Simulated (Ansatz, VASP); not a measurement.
**P: VASP beside Ansatz**

The input INCAR:

```
SYSTEM = P
PREC     = Accurate       ! precision mode
ENCUT    = 600            ! plane-wave cutoff, eV
EDIFF    = 1E-6           ! SCF threshold, eV
ISMEAR   = 0              ! smearing method
SIGMA    = 0.1            ! smearing width, eV
LREAL    = .FALSE.        ! projectors in reciprocal space
LASPH    = .TRUE.         ! aspherical terms in the spheres
NELM     = 100            ! most SCF steps
ALGO     = Normal         ! electronic algorithm
ISIF     = 3              ! what is computed and relaxed
LWAVE    = .FALSE.        ! write WAVECAR
LCHARG   = .FALSE.        ! write CHGCAR
GGA      = PE             ! functional
IBRION   = 2              ! ionic algorithm
NSW      = 100            ! ionic steps
EDIFFG   = -0.01          ! ionic threshold
```

File KPOINTS:

```
Automatic mesh
0
G
  10 10 20
  0 0 0
```

The input POSCAR:

```
P
1.0
    4.8235051088      0.0000000000      0.0000000000
    0.0000000000      4.8235051088      0.0000000000
    0.0000000000      0.0000000000      2.2813453019
P
3
Direct
    0.5000000000      0.0000000000      0.5000000000
    0.0000000000      0.5000000000      0.5000000000
    0.5000000000      0.5000000000      0.5000000000
```

Input for Ansatz:

```yaml
crystal:
  lattice:
    - [4.8235051088, 0.0, 0.0]
    - [0.0, 4.8235051088, 0.0]
    - [0.0, 0.0, 2.2813453019]
  atoms:
    - { symbol: P, position: [0.5, 0.0, 0.5] }
    - { symbol: P, position: [0.0, 0.5, 0.5] }
    - { symbol: P, position: [0.5, 0.5, 0.5] }
basis:
  ecutwfc: 420
kpoints:
  mp_grid: { grid: [10, 10, 20] }
hamiltonian:
  xc: pbe
scf:
  occupations: { method: gaussian, width: 0.1 }
output:
  forces: true
  stress: true
  eigenvalues: true
  write_density: true
  write_potential: true
  elf: true
  volumetric_format: npy
relax:
  adjacent_minimum: "off"
  f_tol: 0.01
  max_steps: 80
  cell: { stress_tol: 0.05 }
```

Alike in both runs: task relaxation of cell and atoms; functional PBE; k mesh 10 × 10 × 20; occupations gaussian, width 0.1 eV; no spin polarisation.

|  | VASP | Ansatz |
| --- | --- | --- |
| version | VASP 6.6.1 | Ansatz 0.2.0 |
| potentials or method | VASP PAW PBE potentials, release 64 (P), cutoff 600 eV | scalar-relativistic, plane waves, PAW |
| valence electrons in the cell | 15 | 15 |

VASP gave:

```
gap on the k mesh at the Fermi level, each at its own relaxed structure (eV) : none
relaxed volume (Å³/atom)                                                     : 17.78
relaxed cell length with the largest relative difference (Å)                 : 2.324
```

Question: Estimate Ansatz's values.

Answer: gap on the k mesh at the Fermi level, each at its own relaxed structure (eV): none; relaxed volume (Å³/atom): 17.82; relaxed cell length with the largest relative difference (Å): 2.327.

A gap of «none» marks a metal or a gap that the smearing closes.
